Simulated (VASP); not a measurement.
# SiNi3 (Pm-3m) in VASP: further runs, part 2 of 2

VASP 6.6.1. The steps go on from the part before.

## Step 5: Single point, PBE (equal strain along all axes, cell held: +1.5 %)

INCAR reads:

```
PREC = Accurate ; ENCUT = 520
EDIFF = 1E-6 ; ISMEAR = 0
SIGMA = 0.1 ; LREAL = False
LASPH = True ; NELM = 80
ALGO = Fast ; ISIF = 2
LWAVE = False ; LCHARG = True
GGA = PE ; LELF = True
LVHAR = True ; NBANDS = 25
```

KPOINTS reads:

```
regular mesh
0
Gamma
  14 14 14
```

POSCAR reads:

```
SiNi3
1.0
    3.5588535429      0.0000000000      0.0000000000
    0.0000000000      3.5588535429      0.0000000000
    0.0000000000      0.0000000000      3.5588535429
Si Ni
1 3
Direct
    0.0000000000      0.0000000000      0.0000000000
    0.0000000000      0.5000000000      0.5000000000
    0.5000000000      0.0000000000      0.5000000000
    0.5000000000      0.5000000000      0.0000000000
```

Potentials or basis: VASP PAW PBE potentials, release 64 (Si, Ni).

Run with:

```bash
> cat potpaw_PBE.64/Si/POTCAR potpaw_PBE.64/Ni/POTCAR > POTCAR
> mpirun -np 1 vasp_std > vasp.out
```

OUTCAR:

```text
PREC = Accurate
   ENCUT = 520
   EDIFF = 1E-6
   ISMEAR = 0
   LREAL = False
   LASPH = True
   NELM = 80
   ISIF = 2
   GGA = PE

 ion  position               nearest neighbor table
   1  0.000  0.000  0.000-   2 2.52   3 2.52   4 2.52   2 2.52   3 2.52   2 2.52   4 2.52   2 2.52
                             3 2.52   4 2.52   3 2.52   4 2.52
   2  0.000  0.500  0.500-   1 2.52   3 2.52   4 2.52   1 2.52   4 2.52   1 2.52   3 2.52   1 2.52
                             3 2.52   4 2.52   4 2.52   3 2.52
   3  0.500  0.000  0.500-   1 2.52   2 2.52   4 2.52   1 2.52   4 2.52   2 2.52   4 2.52   4 2.52
[... 879 lines left out ...]
  -------------------------------------------------------------------------------------
  Total       -2.3736408     -2.3736408     -2.3736408     -0.0000000     -0.0000000      0.0000000
  in kB      -84.3713965    -84.3713965    -84.3713965     -0.0000000     -0.0000000      0.0000000
  external PRESSURE =     -84.3713965 kB  Pullay stress =       0.0000000 kB

 VOLUME and BASIS-vectors are now :
 -----------------------------------------------------------------------------
  energy-cutoff  :      520.00
  volume of cell :       45.07
      direct lattice vectors                 reciprocal lattice vectors
     3.558853543  0.000000000  0.000000000     0.280989366  0.000000000  0.000000000
     0.000000000  3.558853543  0.000000000     0.000000000  0.280989366  0.000000000
     0.000000000  0.000000000  3.558853543     0.000000000  0.000000000  0.280989366

 POSITION                                       TOTAL-FORCE (eV/Angst)
 -----------------------------------------------------------------------------------
      0.00000      0.00000      0.00000         0.000000      0.000000      0.000000
      0.00000      1.77943      1.77943         0.000000      0.000000      0.000000
      1.77943      0.00000      1.77943         0.000000      0.000000      0.000000
      1.77943      1.77943      0.00000         0.000000      0.000000      0.000000
 -----------------------------------------------------------------------------------
    total drift:                                0.000000      0.000000      0.000000

  FREE ENERGIE OF THE ION-ELECTRON SYSTEM (eV)
  ---------------------------------------------------
  free  energy   TOTEN  =       -23.6316164799 eV

  energy  without entropy=      -23.6211413701  energy(sigma->0) =      -23.62637893
```

Run time: 58 s. Hardware: 1 thread of Intel Xeon 6975P-C (Granite Rapids), shared host; peak memory 0.23 GiB.

What came out:

* Free energy: -23.6316 eV
* Pressure: -8.4 GPa
* Band gap on the k mesh: zero (band 17 reaches 10.03 eV, above the bottom of band 18 at 9.80 eV)

Caveat: the cell differs from its parent crystal (equal strain along all axes, cell held: +1.5 %). Spin polarisation is off, so any magnetic state and its effect on volume and gap are missing.

## Step 6: Single point, PBE (equal strain along all axes, cell held: +3.0 %)

INCAR reads:

```
SYSTEM = SiNi3
PREC = Accurate
ENCUT = 520
EDIFF = 1E-7
ISMEAR = 0
SIGMA = 0.1
LREAL = .False.
LASPH = .True.
NELM = 100
ALGO = Fast
ISIF = 2
LWAVE = .False.
LCHARG = .False.
GGA = PE
NBANDS = 25
```

KPOINTS reads:

```
regular mesh
0
Gamma
  14 14 14
  0 0 0
```

POSCAR reads:

```
SiNi3
1.0
    3.6114474376      0.0000000000      0.0000000000
    0.0000000000      3.6114474376      0.0000000000
    0.0000000000      0.0000000000      3.6114474376
Si Ni
1 3
Direct
    0.0000000000      0.0000000000      0.0000000000
    0.0000000000      0.5000000000      0.5000000000
    0.5000000000      0.0000000000      0.5000000000
    0.5000000000      0.5000000000      0.0000000000
```

Potentials or basis: VASP PAW PBE potentials, release 64 (Si, Ni).

Run with:

```bash
> cat potpaw_PBE.64/Si/POTCAR potpaw_PBE.64/Ni/POTCAR > POTCAR
> mpirun -np 1 vasp_std > vasp.out
```

It took 62 s on 1 thread of Intel Xeon 6975P-C (Granite Rapids), shared host; peak memory 0.24 GiB.

It converged, with:

```yaml
Free_energy: -23.4802 eV
Pressure: -15.1 GPa
Band_gap_on_the_k_mesh: zero (band 17 reaches 9.40 eV, above the bottom of band 18 at 9.19 eV)
```

Levels at points of the mesh, in eV from the Fermi level:
| k point | band 15 | band 16 | band 17 | band 18 | band 19 | band 20 |
| --- | --- | --- | --- | --- | --- | --- |
| (0.00, 0.00, 0.00) | -0.55 | -0.27 | 0.02 | 0.02 | 0.02 | 4.03 |
| (0.50, 0.00, 0.00) | -1.01 | -0.49 | 0.02 | 3.27 | 3.27 | 4.55 |
| (0.50, 0.50, 0.00) | -0.98 | -0.89 | -0.83 | 0.57 | 0.57 | 5.06 |
| (0.50, 0.50, 0.50) | -1.09 | -0.21 | -0.19 | -0.19 | -0.19 | 0.85 |

Caveat: the cell differs from its parent crystal (equal strain along all axes, cell held: +3.0 %). Spin polarisation is off, so any magnetic state and its effect on volume and gap are missing.

## Step 7: Summary

| task | cell | k mesh | cutoff (eV) | gap on the mesh (eV) | pressure (GPa) |
| --- | --- | --- | --- | --- | --- |
| relaxation of cell and atoms | relaxed to 10 GPa from a = 3.456 Å, 4 atoms | 12 × 12 × 12 | 600 | none | 10.0 |
| relaxation of cell and atoms | relaxed to 5 GPa from a = 3.480 Å, 4 atoms | 12 × 12 × 12 | 600 | none | 4.9 |
| single point | a = 3.506 Å, 4 atoms | 14 × 14 × 14 | 520 | none | 0.1 |
| single point | a = 3.559 Å, 4 atoms | 14 × 14 × 14 | 520 | none | -8.4 |
| single point | a = 3.611 Å, 4 atoms | 14 × 14 × 14 | 520 | none | -15.1 |

Alike in all rows: level PBE; potentials or basis VASP PAW PBE potentials, release 64 (Si, Ni); no spin polarisation; smearing gaussian 0.1 eV.

Caveats: the cell is relaxed towards a set pressure, so the enthalpy falls and the energy may rise (some runs); the relaxation stopped at its first step, so nothing moved (some runs).

Total energies depend on the potentials used, so only differences within one code and one set of settings carry meaning.
